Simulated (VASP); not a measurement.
# Ca3GeBiH4 (P6/mmm) in VASP: single point with PBE

Aim: the single point of Ca3GeBiH4 with PBE.

All numbers are computed with VASP 6.6.1; they aren't measurements. Logs are shortened: lines on timing, memory, paths and dates and some standing lists are left out, and cuts for length are marked.

### Step 1. The cell of the first run

Symmetry: P6/mmm, No. 191, hexagonal system. The conventional cell has a = 7.083 Å, b = 7.083 Å, c = 5.184 Å, α = 90.00°, β = 90.00°, γ = 120.00°. Ca (site symmetry mmm) has 2 H at 2.04 Å within 2.7 Å. Ge (site symmetry 6/mmm) has 2 Bi at 2.59 Å within 3.4 Å. Bi (site symmetry 6/mmm) has 2 Ge at 2.59 Å within 3.4 Å. H (site symmetry -6m2) has 3 Ca at 2.04 Å and 2 H at 2.59 Å within 2.7 Å. Within 3.4 Å of H (site symmetry -6m2) lie 2 H at 2.59 Å and 6 Ca at 3.30 Å.

### Step 2. Single point, PBE

POSCAR reads:

```
Ca3GeBiH4
1.0
    7.0830601940      0.0000000000      0.0000000000
   -3.5415300970      6.1341100646      0.0000000000
    0.0000000000      0.0000000000      5.1840344867
Ca Ge Bi H
3 1 1 4
Direct
    0.5000000000      0.0000000000      0.5000000000
    0.0000000000      0.5000000000      0.5000000000
    0.5000000000      0.5000000000      0.5000000000
    0.0000000000      0.0000000000      0.0000000000
    0.0000000000      0.0000000000      0.5000000000
    0.3333333333      0.6666666667      0.5000000000
    0.6666666667      0.3333333333      0.5000000000
    0.3333333333      0.6666666667      0.0000000000
    0.6666666667      0.3333333333      0.0000000000
```

INCAR.step1 reads:

```
SYSTEM = Ca3GeBiH4
PREC = Accurate
ENCUT = 520
EDIFF = 1E-6
ISMEAR = 0
SIGMA = 0.1
LREAL = .FALSE.
LASPH = .TRUE.
NELM = 80
ALGO = Normal
ISIF = 2
LWAVE = .FALSE.
LCHARG = .TRUE.
GGA = PE
NBANDS = 42
```

KPOINTS.step1 reads:

```
regular mesh
0
G
  6 6 8
  0 0 0
```

INCAR.step2 reads:

```
SYSTEM = Ca3GeBiH4
PREC = Accurate
ENCUT = 520
EDIFF = 1E-6
ISMEAR = -5
SIGMA = 0.1
LREAL = .FALSE.
LASPH = .TRUE.
NELM = 80
ALGO = Normal
ISIF = 2
LWAVE = .FALSE.
LCHARG = .FALSE.
GGA = PE
LORBIT = 10
NBANDS = 42
NEDOS = 1001
ICHARG = 11
```

KPOINTS.step2 reads:

```
regular mesh
0
G
  9 9 12
  0 0 0
```

Potentials or basis: VASP PAW PBE potentials, release 64 (Ca_sv, Ge_d, Bi_d, H).

Started as:

```sh
$ cat potpaw_PBE.64/Ca_sv/POTCAR potpaw_PBE.64/Ge_d/POTCAR potpaw_PBE.64/Bi_d/POTCAR potpaw_PBE.64/H/POTCAR > POTCAR
$ cp INCAR.step1 INCAR
$ cp KPOINTS.step1 KPOINTS
$ mpirun -np 1 vasp_std > vasp.out
$ cp INCAR.step2 INCAR
$ cp KPOINTS.step2 KPOINTS
$ mpirun -np 1 vasp_std > vasp.out
```

OUTCAR:

```text
SYSTEM = Ca3GeBiH4
   PREC = Accurate
   ENCUT = 520
   EDIFF = 1E-6
   ISMEAR = -5
   LREAL = .FALSE.
   LASPH = .TRUE.
   NELM = 80
   ISIF = 2
   GGA = PE
   LORBIT = 10
   ICHARG = 11

 ion  position               nearest neighbor table
   1  0.500  0.000  0.500-   5 3.54   5 3.54
   2  0.000  0.500  0.500-   5 3.54   5 3.54
   3  0.500  0.500  0.500-   5 3.54   5 3.54
   4  0.000  0.000  0.000-   5 2.59   5 2.59
   5  0.000  0.000  0.500-   4 2.59   4 2.59   1 3.54   1 3.54   3 3.54   2 3.54   2 3.54   3 3.54

   6  0.333  0.667  0.500-
   7  0.667  0.333  0.500-
   8  0.333  0.667  0.000-
   9  0.667  0.333  0.000-

  LATTYP: Found a hexagonal cell.
 ALAT       =     7.0830601940
 C/A-ratio  =     0.7318919146

  Lattice vectors:

 A1 = (   7.0830601940,   0.0000000000,   0.0000000000)
 A2 = (  -3.5415300970,   6.1341100646,   0.0000000000)
 A3 = (   0.0000000000,   0.0000000000,   5.1840344867)

Analysis of symmetry for initial positions (statically):
=====================================================================
 Subroutine PRICEL returns:
 Original cell was already a primitive cell.

 Routine SETGRP: Setting up the symmetry group for a
 hexagonal supercell.

 Subroutine GETGRP returns: Found 24 space group operations
 (whereof 24 operations were pure point group operations)
 out of a pool of 24 trial point group operations.

The static configuration has the point symmetry D_6h.

Analysis of symmetry for dynamics (positions and initial velocities):
=====================================================================
 Subroutine PRICEL returns:
 Original cell was already a primitive cell.

 Routine SETGRP: Setting up the symmetry group for a
 hexagonal supercell.

 Subroutine GETGRP returns: Found 24 space group operations
 (whereof 24 operations were pure point group operations)
 out of a pool of 24 trial point group operations.

The dynamic configuration has the point symmetry D_6h.

 Subroutine INISYM returns: Found 24 space group operations
 (whereof 24 operations are pure point group operations),
 and found     1 'primitive' translations

----------------------------------------------------------------------------------------

                                     Primitive cell
[... 124 lines left out ...]
   IALGO  =     38    algorithm
   IMIX   =      4    mixing-type and parameters
     AMIX     =   0.40;   BMIX     =  1.00
     AMIX_MAG =   1.60;   BMIX_MAG =  1.00
  volume/ion in A,a.u.               =      25.03       168.89
  Fermi-wavevector in a.u.,A,eV,Ry     =   1.070635  2.023207 15.595813  1.146260
  Thomas-Fermi vector in A             =   2.206351
   LORBIT       =     10    0 simple, 1 ext, 2 COOP (PROOUT), +10 PAW based schemes
   GGA     = PE    functional components
   LHFCALC =     F    Hartree Fock is set to
   AEXX    =    0.0000 exact exchange contribution
   IVDW    =     0    specifies the selected vdW correction
   LEPSILON=     F    determine dielectric tensor
   LRPA    =     F    only Hartree local field effects (RPA)
 non-spin polarized calculation
 Fermi weights with tetrahedron method with Bloechl corrections
  energy-cutoff  :      520.00
  volume of cell :      225.24
 maximum number of plane-waves:      6088
 NGX is ok and might be reduce to    54

 number of electron      63.0000025 magnetization

 Free energy of the ion-electron system (eV)
  ---------------------------------------------------
  ext. energy  EPLUGINS =         0.00000000
  ---------------------------------------------------
  free energy    TOTEN  =       -26.50753589 eV

  energy without entropy =      -26.50753589  energy(sigma->0) =      -26.50753589

 E-fermi :   2.1778     XC(G=0):  -7.7702

 val. band max:        2.2006163092   @ k =   0.4444   0.0000   0.4167
 cond. band min:       2.0945150435   @ k =   0.2222   0.1111   0.3333
 fundamental gap:     -0.1061012657
 Fermi energy:         2.1777515539

 k-point     1 :       0.0000    0.0000    0.0000
  band No.  band energies     occupation
      1     -40.0537      2.00000
      2     -40.0260      2.00000
      3     -40.0260      2.00000
      4     -22.8723      2.00000
      5     -22.7416      2.00000
      6     -22.7416      2.00000
[... 1069 lines left out ...]
     41       4.7026      0.00000
     42       4.7414      0.00000

 [... further k-points ...]

------------------------ aborting loop because EDIFF is reached ----------------------------------------

  FORCE on cell =-STRESS in cart. coord.  units (eV):
  Direction    XX          YY          ZZ          XY          YZ          ZX
  --------------------------------------------------------------------------------------
  -------------------------------------------------------------------------------------
  Total        5.7437667      5.7437667      4.6879323     -0.0000000     -0.0000000      0.0000000
  in kB       40.8570490     40.8570490     33.3465984     -0.0000000     -0.0000000      0.0000000
  external PRESSURE =      38.3535654 kB  Pullay stress =       0.0000000 kB

 VOLUME and BASIS-vectors are now :
 -----------------------------------------------------------------------------
  energy-cutoff  :      520.00
  volume of cell :      225.24
      direct lattice vectors                 reciprocal lattice vectors
     7.083060194  0.000000000  0.000000000     0.141181915  0.081511416  0.000000000
    -3.541530097  6.134110065  0.000000000     0.000000000  0.163022833  0.000000000
     0.000000000  0.000000000  5.184034487     0.000000000  0.000000000  0.192899951

 POSITION                                       TOTAL-FORCE (eV/Angst)
 -----------------------------------------------------------------------------------
      3.54153      0.00000      2.59202         0.000000     -0.000000     -0.000000
     -1.77077      3.06706      2.59202         0.000000     -0.000000     -0.000000
      1.77077      3.06706      2.59202         0.000000     -0.000000     -0.000000
      0.00000      0.00000      0.00000         0.000000     -0.000000     -0.000000
      0.00000      0.00000      2.59202         0.000000     -0.000000     -0.000000
     -0.00000      4.08941      2.59202        -0.000000     -0.000000     -0.000000
      3.54153      2.04470      2.59202         0.000000      0.000000     -0.000000
     -0.00000      4.08941      0.00000        -0.000000     -0.000000     -0.000000
      3.54153      2.04470      0.00000         0.000000      0.000000      0.000000
 -----------------------------------------------------------------------------------
    total drift:                                0.000000      0.000000      0.000000

  FREE ENERGIE OF THE ION-ELECTRON SYSTEM (eV)
  ---------------------------------------------------
  free  energy   TOTEN  =       -26.5075358893 eV

  energy  without entropy=      -26.5075358893  energy(sigma->0) =      -26.50753589

 total charge

# of ion       s       p       d       tot
------------------------------------------
    1        2.032   5.845   0.223   8.100
    2        2.032   5.845   0.223   8.100
    3        2.032   5.845   0.223   8.100
    4        1.283   0.986   9.995  12.263
    5        1.475   1.643   9.931  13.049
    6        0.598   0.003   0.000   0.601
    7        0.598   0.003   0.000   0.601
    8        0.437   0.001   0.000   0.438
    9        0.437   0.001   0.000   0.438
--------------------------------------------------
tot         10.921  20.172  20.596  51.689
```

OUTCAR.step1:

```text
SYSTEM = Ca3GeBiH4
   PREC = Accurate
   ENCUT = 520
   EDIFF = 1E-6
   ISMEAR = 0
   LREAL = .FALSE.
   LASPH = .TRUE.
[... 1331 lines left out ...]
      3.54153      2.04470      2.59202        -0.000000     -0.000000     -0.000000
     -0.00000      4.08941      0.00000        -0.000000      0.000000      0.000000
      3.54153      2.04470      0.00000         0.000000     -0.000000     -0.000000
 -----------------------------------------------------------------------------------
    total drift:                                0.000000      0.000000      0.000000

  FREE ENERGIE OF THE ION-ELECTRON SYSTEM (eV)
  ---------------------------------------------------
  free  energy   TOTEN  =       -26.4805306035 eV

  energy  without entropy=      -26.4608329288  energy(sigma->0) =      -26.47068177
```

OSZICAR.step1:

```text
N       E                     dE             d eps       ncg     rms          rms(c)
DAV:   1     0.673627337203E+03    0.67363E+03   -0.30079E+04  3438   0.185E+03
DAV:   2     0.588515118056E+02   -0.61478E+03   -0.59690E+03  2964   0.612E+02
DAV:   3    -0.217908679092E+02   -0.80642E+02   -0.79265E+02  3994   0.170E+02
DAV:   4    -0.286066491033E+02   -0.68158E+01   -0.67495E+01  4488   0.524E+01
DAV:   5    -0.290568646666E+02   -0.45022E+00   -0.44965E+00  5160   0.902E+00    0.950E+00
DAV:   6    -0.269777239179E+02    0.20791E+01   -0.21155E+00  3756   0.505E+00    0.512E+00
DAV:   7    -0.264363822699E+02    0.54134E+00   -0.27808E+00  3640   0.553E+00    0.137E+00
DAV:   8    -0.264673849093E+02   -0.31003E-01   -0.35266E-01  4462   0.211E+00    0.549E-01
DAV:   9    -0.264774910502E+02   -0.10106E-01   -0.23682E-02  4000   0.813E-01    0.230E-01
DAV:  10    -0.264801739680E+02   -0.26829E-02   -0.56555E-03  4320   0.351E-01    0.993E-02
DAV:  11    -0.264804923090E+02   -0.31834E-03   -0.77119E-04  4584   0.117E-01    0.428E-02
DAV:  12    -0.264805280036E+02   -0.35695E-04   -0.14391E-04  4264   0.631E-02    0.991E-03
DAV:  13    -0.264805314101E+02   -0.34065E-05   -0.21541E-05  4256   0.263E-02    0.639E-03
DAV:  14    -0.264805306035E+02    0.80660E-06   -0.30900E-06  3080   0.724E-03
   1 F= -.26480531E+02 E0= -.26470682E+02  d E =-.196977E-01
```

It took 9.2 min on 1 thread of Intel Xeon 6975P-C (Granite Rapids), shared host; peak memory 0.86 GiB.

Results:

```yaml
Valence_electrons_inside_the_program's_atomic_spheres: Ca 8.10; Ge 12.26; Bi 13.05; H 0.60, 0.44 (each value once)
```

Levels at points of the mesh, in eV from the Fermi level:
```csv
k point,band 27,band 28,band 29,band 30,band 31,band 32,band 33,band 34,band 35,band 36
"(0.00, 0.00, 0.00)",-3.66,-3.10,-3.10,-1.90,-0.39,0.04,0.04,1.19,1.26,1.63
"(0.00, 0.00, 0.50)",-2.33,-2.29,-2.29,-1.89,-0.90,-0.90,0.36,0.36,0.97,2.14
```

Caveat: spin-orbit coupling is left out, which moves the levels of the heavy elements; tetrahedron occupations give inexact forces and stress in metals.
